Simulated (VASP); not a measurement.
Runs of VASP 6.6.1 on SnO (rock salt type). The structure is that of space group Fm-3m (No. 225), or close to it. The cells are those of the table. 

| cell | gap on the mesh (eV) | pressure (GPa) |
| --- | --- | --- |
| a = 3.619 Å, angles 60.0°, 2 atoms | (a) | (c) |
| a = 3.595 Å, angles 60.0°, 2 atoms | 0.10 | 1.9 |
| a = 3.667 Å, angles 60.0°, 2 atoms | 0.27 | -3.3 |
| a = 3.643 Å, angles 60.0°, 2 atoms | 0.21 | (b) |

Alike in all rows: task single point; level PBE; potentials or basis VASP PAW PBE potentials, release 64 (Sn_d, O); no spin polarisation; k mesh 19 × 19 × 19; cutoff (eV) 520; smearing fermi-dirac 0.0612256 eV.

Question: Estimate the missing entries.

Answer: (a) 0.15; (b) -1.7; (c) -0.1.

Caveats: semilocal functionals underestimate gaps, and a narrow one can read as zero; spin-orbit coupling is left out, which moves the levels of the heavy elements; an odd mesh through Γ misses points on the zone boundary, where band edges can lie; the cell stands under tension (at least some runs).

A k mesh can miss the band edges, and the runs leave out spin-orbit coupling on Sn.
